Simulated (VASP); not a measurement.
# W3C: single point with LDA

The system is W3C, a slab with vacuum.

```
CELL_PARAMETERS angstrom
2.80931 0.00000 0.00000
0.00000 2.80931 0.00000
0.00000 0.00000 19.35726
ATOMIC_POSITIONS crystal
W 0.50000 0.50000 0.20664
W 0.00000 0.00000 0.30627
W 0.50000 0.50000 0.40591
C 0.50000 0.00000 0.47336
```

- Program: VASP 6.6.1
- Task: single point
- Functional: LDA
- Potentials or basis: VASP PAW LDA potentials, release 64 (W_sv, C)
- Cutoff: 520 eV
- k mesh: 9 × 9 × 1
- Occupations: gaussian, width 0.1 eV
- Spin: no spin polarisation
- Dipole correction: yes
- Further INCAR settings: ALGO = Normal; EDIFF = 1e-06; NBANDS = 31

```
Largest force          : 0.503 eV/Å
Band gap on the k mesh : zero (bands 23 and 24 overlap by 0.94 eV)
```

Forces on the atoms (eV/Å):
```
W    0.000  0.000 -0.389
W    0.000  0.000 -0.280
W    0.000  0.000  0.503
C    0.000  0.000  0.166
```

Levels at points of the mesh, in eV from the Fermi level:
```
           k point  band 21  band 22  band 23  band 24  band 25  band 26
(0.00, 0.00, 0.00)    -0.85    -0.61     0.37     0.66     1.36     1.63
```

Wall time 120 s on 1 thread of Intel(R) Xeon(R) 6975P-C (Granite Rapids), on a shared host, peak memory 0.27 GiB.

Caveat: spin-orbit coupling is left out, which moves the levels of the heavy elements.
